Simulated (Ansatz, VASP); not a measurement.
**Si2Mo in VASP and in Ansatz**

INCAR

```
SYSTEM = Si2Mo
PREC = Accurate ; ENCUT = 520
EDIFF = 1E-6 ; ISMEAR = -1
SIGMA = 0.05 ; LREAL = .FALSE.
LASPH = .TRUE. ; NELM = 80
ALGO = Normal ; ISIF = 2
LWAVE = .FALSE. ; LCHARG = .FALSE.
GGA = CA ; NBANDS = 18
```

File KPOINTS:

```
regular mesh
0
G
  12 12 12
  0 0 0
```

File POSCAR:

```
Si2Mo
1.0
   -1.5673377739      1.5673377739      3.8502632003
    1.5673377739     -1.5673377739      3.8502632003
    1.5673377739      1.5673377739     -3.8502632003
Mo Si
1 2
Direct
    0.0000000000      0.0000000000      0.0000000000
    0.6670000000      0.6670000000      0.0000000000
    0.3330000000      0.3330000000      0.0000000000
```

File input.yaml:

```yaml
crystal:
  lattice:
    - [-1.5673377739, 1.5673377739, 3.8502632003]
    - [1.5673377739, -1.5673377739, 3.8502632003]
    - [1.5673377739, 1.5673377739, -3.8502632003]
  atoms:
    - { symbol: Mo, position: [0.0, 0.0, 0.0] }
    - { symbol: Si, position: [0.667, 0.667, 0.0] }
    - { symbol: Si, position: [0.333, 0.333, 0.0] }
kpoints:
  mp_grid: { grid: [12, 12, 12] }
scf:
  occupations: { method: fermi_dirac, width: 0.05 }
hamiltonian:
  xc: lda
  pseudopotentials: { kind: all_electron, lapw: { basis_error: 0.002 } }
output:
  forces: true
  stress: true
  eigenvalues: true
```

Change from the starting cell: volume scaled by 0.94.

Alike in both runs: task single point; functional LDA; k mesh 12 × 12 × 12; occupations fermi-dirac, width 0.05 eV; no spin polarisation.

|  | VASP | Ansatz |
| --- | --- | --- |
| version | VASP 6.6.1 | Ansatz 0.2.0 |
| potentials or method | VASP PAW LDA potentials, release 64 (Mo_sv, Si), cutoff 520 eV | all-electron LAPW, scalar-relativistic |

```tsv
	VASP	Ansatz	Ansatz less VASP
gap on the k mesh at the Fermi level (eV)	none	none	-
pressure (GPa)	9.0	8.3	-0.65
rms of the force components (eV/Å)	0.125	0.130	+0.0051
```

LDA's correlation is that of Perdew and Zunger in VASP and of Perdew and Wang (1992) in Ansatz. Atom by atom the forces differ by 0.005 eV/Å (rms over components). A gap of «none» marks a metal or a gap that the smearing closes. Ansatz ran all-electron here, and VASP with PAW potentials.
